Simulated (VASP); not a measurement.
# CoO in VASP: notebook, part 2 of 2

VASP 6.6.1. Earlier steps stand in the parts before.

### Step 4. Single point, PBEsol, collinear spin, ferromagnetic start

File INCAR:

```
PREC = Accurate
ENCUT = 520
EDIFF = 1E-6
ISMEAR = 1
SIGMA = 0.1
LREAL = F
LASPH = T
NELM = 150
ALGO = Normal
ISIF = 2
LWAVE = F
LCHARG = F
ISPIN = 2
MAGMOM = 2 0
LORBIT = 11
LMAXMIX = 4
GGA = PS
NBANDS = 18
```

File KPOINTS:

```
Automatic mesh
0
Gamma
  12 12 14
```

File POSCAR:

```
CoO
1.0
   -1.5080000000      1.5080000000      2.1072475377
    1.5080000000     -1.5080000000      2.1072475377
    1.5080000000      1.5080000000     -2.1072475377
Co O
1 1
Direct
   -0.0052800000      0.0049430000      0.0153250000
    0.5146290000      0.4995850000      0.0049600000
```

Potentials or basis: VASP PAW PBE potentials, release 64 (Co, O).

On the command line:

```
$ cat potpaw_PBE.64/Co/POTCAR potpaw_PBE.64/O/POTCAR > POTCAR
$ mpirun -np 1 vasp_std > vasp.out
```

OUTCAR:

```text
PREC = Accurate
   ENCUT = 520
   EDIFF = 1E-6
   ISMEAR = 1
   LREAL = F
   LASPH = T
   NELM = 150
   ISIF = 2
   ISPIN = 2
   LORBIT = 11
   GGA = PS

 ion  position               nearest neighbor table
   1  0.995  0.005  0.015-   2 2.06   2 2.08   2 2.11   2 2.16   2 2.16   2 2.19
   2  0.515  0.500  0.005-   1 2.06   1 2.08   1 2.11   1 2.16   1 2.16   1 2.19

  LATTYP: Found a body centered tetragonal cell.
 ALAT       =     3.0160000000
 C/A-ratio  =     1.3973790038

  Lattice vectors:

 A1 = (  -1.5080000000,   1.5080000000,   2.1072475377)
 A2 = (   1.5080000000,  -1.5080000000,   2.1072475377)
 A3 = (   1.5080000000,   1.5080000000,  -2.1072475377)

Analysis of symmetry for initial positions (statically):
=====================================================================
 Subroutine PRICEL returns:
 Original cell was already a primitive cell.

 Routine SETGRP: Setting up the symmetry group for a
 body centered tetragonal supercell.
[... 714 lines left out ...]
     17      35.8111      0.00000
     18      36.7672      0.00000

 [... further k-points ...]

 spin component 2

 k-point     1 :       0.0000    0.0000    0.0000
  band No.  band energies     occupation
      1     -11.8167      1.00000
      2       5.1770      1.00000
      3       5.2298      1.00000
      4       5.2518      1.00000
      5       6.8243      1.00000
      6       6.8705      1.00000
[... 493 lines left out ...]
     17      36.2997      0.00000
     18      37.2773      0.00000

 [... further k-points ...]
[... 5 lines left out ...]
  --------------------------------------------------------------------------------------
  -------------------------------------------------------------------------------------
  Total       -1.1713100     -1.1447883     -1.0704684     -0.0426126     -0.0162783      0.0389105
  in kB      -97.9048510    -95.6880145    -89.4759266     -3.5618029     -1.3606315      3.2523611
  external PRESSURE =     -94.3562640 kB  Pullay stress =       0.0000000 kB

 VOLUME and BASIS-vectors are now :
 -----------------------------------------------------------------------------
  energy-cutoff  :      520.00
  volume of cell :       19.17
      direct lattice vectors                 reciprocal lattice vectors
    -1.508000000  1.508000000  2.107247538     0.000000000  0.331564987  0.237276348
     1.508000000 -1.508000000  2.107247538     0.331564987  0.000000000  0.237276348
     1.508000000  1.508000000 -2.107247538     0.331564987  0.331564987  0.000000000

 POSITION                                       TOTAL-FORCE (eV/Angst)
 -----------------------------------------------------------------------------------
     -1.46947      1.51569      2.07424         0.010371      0.001814      0.041221
     -0.01521      0.03017      2.12675        -0.010371     -0.001814     -0.041221
 -----------------------------------------------------------------------------------
    total drift:                                0.000100     -0.000064     -0.000008

  FREE ENERGIE OF THE ION-ELECTRON SYSTEM (eV)
  ---------------------------------------------------
  free  energy   TOTEN  =       -13.9536977094 eV

  energy  without entropy=      -13.9554280193  energy(sigma->0) =      -13.95427448

 total charge

# of ion       s       p       d       tot
------------------------------------------
    1        0.301   0.370   7.150   7.821
    2        1.551   3.406   0.000   4.956
--------------------------------------------------
tot          1.852   3.776   7.150  12.778

 magnetization (x)

# of ion       s       p       d       tot
------------------------------------------
    1        0.020   0.018   2.540   2.578
    2        0.030   0.299   0.000   0.328
--------------------------------------------------
tot          0.049   0.317   2.540   2.906
```

It took 8.7 min on 1 thread of Intel Xeon 6975P-C (Granite Rapids), shared host; peak memory 0.59 GiB.

What came out:

- Free energy: -13.9537 eV
- Pressure: -9.4 GPa
- Largest force: 0.043 eV/Å
- Net moment: 2.96 μB per cell
- Site moments: Co +2.58; O +0.33 μB
- Valence electrons inside the program's atomic spheres: Co 7.82; O 4.96

Forces on the atoms (eV/Å):
```
Co   0.010  0.002  0.041
O   -0.010 -0.002 -0.041
```

Caveat: the PAW data sets were made with another functional, which shifts forces and pressure a little; a cell with one magnetic atom can't hold antiferromagnetic order, which such compounds often take; semilocal functionals often make such compounds metallic where correlation or magnetic order opens a gap, which also shifts bond lengths. With open d or f shells a metallic result of PBEsol can be an artefact of self-interaction; +U or a hybrid may open a gap.

### Step 5. Single point, RPBE, collinear spin, ferromagnetic start

Changes to INCAR since step 4:

```diff
@@ -3,4 +3,4 @@
 EDIFF = 1E-6
-ISMEAR = 1
-SIGMA = 0.1
+ISMEAR = 0
+SIGMA = 0.05
 LREAL = F
@@ -16,3 +16,3 @@
 LMAXMIX = 4
-GGA = PS
+GGA = RP
 NBANDS = 18
```

File KPOINTS:

```
Automatic mesh
0
Gamma
  12 12 12
```

File POSCAR:

```
CoO
1.0
   -1.5080000000      1.5080000000      2.1072475377
    1.5080000000     -1.5080000000      2.1072475377
    1.5080000000      1.5080000000     -2.1072475377
Co O
1 1
Direct
    0.0000000000      0.0000000000      0.0000000000
    0.5000000000      0.5000000000      0.0000000000
```

Potentials or basis: VASP PAW PBE potentials, release 64 (Co, O).

On the command line:

```
$ cat potpaw_PBE.64/Co/POTCAR potpaw_PBE.64/O/POTCAR > POTCAR
$ mpirun -np 1 vasp_std > vasp.out
```

OUTCAR:

```text
PREC = Accurate
   ENCUT = 520
   EDIFF = 1E-6
   ISMEAR = 0
   LREAL = F
   LASPH = T
   NELM = 150
   ISIF = 2
   ISPIN = 2
   LORBIT = 11
   GGA = RP

 ion  position               nearest neighbor table
   1  0.000  0.000  0.000-   2 2.11   2 2.11   2 2.13   2 2.13   2 2.13   2 2.13
   2  0.500  0.500  0.000-   1 2.11   1 2.11   1 2.13   1 2.13   1 2.13   1 2.13

  LATTYP: Found a body centered tetragonal cell.
 ALAT       =     3.0160000000
 C/A-ratio  =     1.3973790038

  Lattice vectors:

 A1 = (  -1.5080000000,   1.5080000000,   2.1072475377)
 A2 = (   1.5080000000,  -1.5080000000,   2.1072475377)
 A3 = (   1.5080000000,   1.5080000000,  -2.1072475377)

Analysis of symmetry for initial positions (statically):
=====================================================================
 Subroutine PRICEL returns:
 Original cell was already a primitive cell.

 Routine SETGRP: Setting up the symmetry group for a
 body centered tetragonal supercell.

 Subroutine GETGRP returns: Found 16 space group operations
 (whereof 16 operations were pure point group operations)
 out of a pool of 16 trial point group operations.

The static configuration has the point symmetry D_4h.

Analysis of symmetry for dynamics (positions and initial velocities):
=====================================================================
 Subroutine PRICEL returns:
 Original cell was already a primitive cell.

 Routine SETGRP: Setting up the symmetry group for a
 body centered tetragonal supercell.

 Subroutine GETGRP returns: Found 16 space group operations
 (whereof 16 operations were pure point group operations)
 out of a pool of 16 trial point group operations.

The dynamic configuration has the point symmetry D_4h.

Analysis of structural, dynamic, and magnetic symmetry:
=====================================================================
 Subroutine PRICEL returns:
 Original cell was already a primitive cell.
[... 142 lines left out ...]
  volume of cell :       19.17
 maximum number of plane-waves:       533
 NGX is ok and might be reduce to    24

 number of electron      15.0000006 magnetization       2.9463672

 Free energy of the ion-electron system (eV)
  ---------------------------------------------------
  ext. energy  EPLUGINS =         0.00000000
  ---------------------------------------------------
  free energy    TOTEN  =       -12.18496644 eV

  energy without entropy =      -12.18007650  energy(sigma->0) =      -12.18252147

 E-fermi :   8.1725     XC(G=0): -12.2778

 val. band max:        8.1697467975   @ k =  -0.2500  -0.2500   0.0833
 cond. band min:       8.1726168267   @ k =  -0.4167   0.5000   0.0833
 fundamental gap:      0.0028700292
 Fermi energy:         8.1724941866

 spin component 1

 k-point     1 :       0.0000    0.0000    0.0000
  band No.  band energies     occupation
      1     -12.1569      1.00000
      2       4.8199      1.00000
      3       4.8560      1.00000
      4       4.9767      1.00000
      5       4.9767      1.00000
      6       5.0081      1.00000
[... 493 lines left out ...]
     17      35.6015      0.00000
     18      37.1698      0.00000

 [... further k-points ...]

 spin component 2

 k-point     1 :       0.0000    0.0000    0.0000
  band No.  band energies     occupation
      1     -11.6393      1.00000
      2       5.5876      1.00000
      3       5.6473      1.00000
      4       5.6473      1.00000
      5       7.0560      1.00000
      6       7.0562      1.00000
[... 493 lines left out ...]
     17      36.0072      0.00000
     18      37.6251      0.00000

 [... further k-points ...]
[... 5 lines left out ...]
  --------------------------------------------------------------------------------------
  -------------------------------------------------------------------------------------
  Total        0.7078083      0.7078083      0.6875632      0.0000000     -0.0000000      0.0000000
  in kB       59.1626996     59.1626996     57.4705037      0.0000000     -0.0000000      0.0000000
  external PRESSURE =      58.5986343 kB  Pullay stress =       0.0000000 kB

 VOLUME and BASIS-vectors are now :
 -----------------------------------------------------------------------------
  energy-cutoff  :      520.00
  volume of cell :       19.17
      direct lattice vectors                 reciprocal lattice vectors
    -1.508000000  1.508000000  2.107247538     0.000000000  0.331564987  0.237276348
     1.508000000 -1.508000000  2.107247538     0.331564987  0.000000000  0.237276348
     1.508000000  1.508000000 -2.107247538     0.331564987  0.331564987  0.000000000

 POSITION                                       TOTAL-FORCE (eV/Angst)
 -----------------------------------------------------------------------------------
      0.00000      0.00000      0.00000         0.000000     -0.000000     -0.000000
      0.00000      0.00000      2.10725        -0.000000      0.000000      0.000000
 -----------------------------------------------------------------------------------
    total drift:                               -0.000000      0.000000     -0.000000

  FREE ENERGIE OF THE ION-ELECTRON SYSTEM (eV)
  ---------------------------------------------------
  free  energy   TOTEN  =       -12.1849664361 eV

  energy  without entropy=      -12.1800765013  energy(sigma->0) =      -12.18252147

 total charge

# of ion       s       p       d       tot
------------------------------------------
    1        0.295   0.361   7.141   7.797
    2        1.561   3.440   0.000   5.001
--------------------------------------------------
tot          1.856   3.801   7.141  12.798

 magnetization (x)

# of ion       s       p       d       tot
------------------------------------------
    1        0.020   0.017   2.554   2.591
    2        0.029   0.281   0.000   0.309
--------------------------------------------------
tot          0.049   0.298   2.554   2.900
```

It took 96 s on 1 thread of AMD EPYC 9R45 (Zen 5), shared host; peak memory 0.18 GiB.

Results:

- Free energy: -12.1850 eV
- Pressure: 5.9 GPa
- Net moment: 2.95 μB per cell
- Site moments: Co +2.59; O +0.31 μB
- Valence electrons inside the program's atomic spheres: Co 7.80; O 5.00

Levels at points of the mesh, in eV from the Fermi level:
Spin up:
| k point | band 7 | band 8 | band 9 | band 10 | band 11 | band 12 |
| --- | --- | --- | --- | --- | --- | --- |
| (0.00, 0.00, 0.00) | -3.12 | -3.12 | -3.01 | 1.10 | 16.98 | 18.22 |
| (0.50, 0.00, 0.00) | -1.85 | 0.05 | 0.11 | 5.17 | 9.51 | 13.46 |
| (0.50, 0.50, 0.00) | -2.47 | -2.18 | -2.04 | 6.02 | 9.92 | 11.79 |
| (0.50, 0.50, 0.50) | -2.50 | -2.19 | -2.19 | 6.03 | 10.07 | 11.69 |
Spin down:
```
           k point  band 4  band 5  band 6  band 7  band 8  band 9
(0.00, 0.00, 0.00)   -2.53   -1.12   -1.12   -1.10    0.09    0.18
(0.50, 0.00, 0.00)   -4.59   -0.16   -0.10    0.19    2.79    2.80
(0.50, 0.50, 0.00)   -3.74   -2.23    0.08    0.14    0.58    1.10
(0.50, 0.50, 0.50)   -3.83   -2.26    0.13    0.13    0.68    1.03
```

Caveat: the PAW data sets were made with another functional, which shifts forces and pressure a little; a cell with one magnetic atom can't hold antiferromagnetic order, which such compounds often take; semilocal functionals often make such compounds metallic where correlation or magnetic order opens a gap, which also shifts bond lengths. With open d or f shells a metallic result of RPBE can be an artefact of self-interaction; +U or a hybrid may open a gap.

### Step 6. Single point, PBEsol, collinear spin, ferromagnetic start

File INCAR:

```
ALGO = Normal
EDIFF = 1E-6
ENCUT = 520
GGA = PS
ISIF = 2
ISMEAR = 0
ISPIN = 2
LASPH = T
LCHARG = T
LELF = T
LMAXMIX = 4
LORBIT = 11
LREAL = F
LVHAR = T
LWAVE = F
MAGMOM = 2 0
NBANDS = 18
NELM = 150
PREC = Accurate
SIGMA = 0.1
```

File KPOINTS:

```
k-points
0
Gamma
  12 12 12
```

POSCAR is that of step 5.

Potentials or basis: VASP PAW PBE potentials, release 64 (Co, O).

On the command line:

```
$ cat potpaw_PBE.64/Co/POTCAR potpaw_PBE.64/O/POTCAR > POTCAR
$ mpirun -np 1 vasp_std > vasp.out
```

Wall time 92 s (1 thread of AMD EPYC 9R45 (Zen 5), shared host); peak memory 0.18 GiB.

Results (log left out):

- Free energy: -13.9642 eV
- Pressure: -9.8 GPa
- Net moment: 2.93 μB per cell
- Site moments: Co +2.56; O +0.32 μB
- Valence electrons inside the program's atomic spheres: Co 7.82; O 4.95

Stress tensor (GPa, compression positive):
```
-9.88  0.00  0.00
 0.00 -9.88  0.00
 0.00  0.00 -9.60
```

Levels at points of the mesh, in eV from the Fermi level:
Spin up:
```csv
k point,band 5,band 6,band 7,band 8,band 9,band 10,band 11,band 12,band 13,band 14
"(0.00, 0.00, 0.00)",-3.25,-3.25,-3.19,-3.19,-3.10,0.88,16.59,17.96,17.96,18.00
"(0.50, 0.00, 0.00)",-2.43,-2.40,-1.87,0.04,0.13,4.86,9.26,13.13,13.41,20.34
"(0.50, 0.50, 0.00)",-4.07,-2.95,-2.41,-2.14,-2.11,5.74,9.62,11.53,15.58,15.79
"(0.50, 0.50, 0.50)",-4.02,-2.92,-2.41,-2.15,-2.15,5.74,9.78,11.40,15.54,15.54
```
Spin down:
```tsv
k point	band 4	band 5	band 6	band 7	band 8	band 9
(0.00, 0.00, 0.00)	-2.63	-1.14	-1.14	-1.09	-0.16	-0.15
(0.50, 0.00, 0.00)	-4.76	-0.14	-0.11	0.19	2.55	2.62
(0.50, 0.50, 0.00)	-3.86	-2.30	0.13	0.16	0.32	0.82
(0.50, 0.50, 0.50)	-3.95	-2.30	0.15	0.15	0.36	0.81
```

Caveat: the PAW data sets were made with another functional, which shifts forces and pressure a little; a cell with one magnetic atom can't hold antiferromagnetic order, which such compounds often take; semilocal functionals often make such compounds metallic where correlation or magnetic order opens a gap, which also shifts bond lengths. With open d or f shells a metallic result of PBEsol can be an artefact of self-interaction; +U or a hybrid may open a gap.

### Step 7. Summary

| level | cell | k mesh | cutoff (eV) | smearing | gap on the mesh (eV) | pressure (GPa) | moment (μB) |
| --- | --- | --- | --- | --- | --- | --- | --- |
| PBEsol | a = 2.998 Å, angles 119.6, 119.6, 90.7°, 2 atoms | 12 × 12 × 12 | 520 | fermi-dirac 0.05 eV | none | -9.7 | 2.92 |
| PBE | a = 2.983, b = 2.983, c = 3.013 Å, angles 119.6, 119.6, 90.1°, 2 atoms | 9 × 9 × 9 | 600 | fermi-dirac 0.05 eV | none | -1.3 | 2.85 |
| PBEsol | a = 2.998 Å, angles 119.6, 119.6, 90.7°, 2 atoms | 12 × 12 × 14 | 520 | methfessel-paxton 0.1 eV | none | -9.4 | 2.96 |
| RPBE | a = 2.998 Å, angles 119.6, 119.6, 90.7°, 2 atoms | 12 × 12 × 12 | 520 | gaussian 0.05 eV | none | 5.9 | 2.95 |
| PBEsol | a = 2.998 Å, angles 119.6, 119.6, 90.7°, 2 atoms | 12 × 12 × 12 | 520 | gaussian 0.1 eV | none | -9.8 | 2.93 |

Some of these runs hold the atoms at other places in the same cell, which the table doesn't show; runs alike in all that it shows share one row.

Alike in all rows: task single point; potentials or basis VASP PAW PBE potentials, release 64 (Co, O); spin collinear, ferromagnetic start.

Every run on the cell as given and a fine mesh finds a metal. The pressure there spans -9.8 GPa (PBEsol) to 5.9 GPa (RPBE); a positive pressure means that this level wants a larger cell, a negative one a smaller.

Caveats: a cell with one magnetic atom can't hold antiferromagnetic order, which such compounds often take; semilocal functionals often make such compounds metallic where correlation or magnetic order opens a gap, which also shifts bond lengths; the PAW data sets were made with another functional, which shifts forces and pressure a little (some runs).

Total energies depend on the potentials used, so only differences within one code and one set of settings carry meaning.
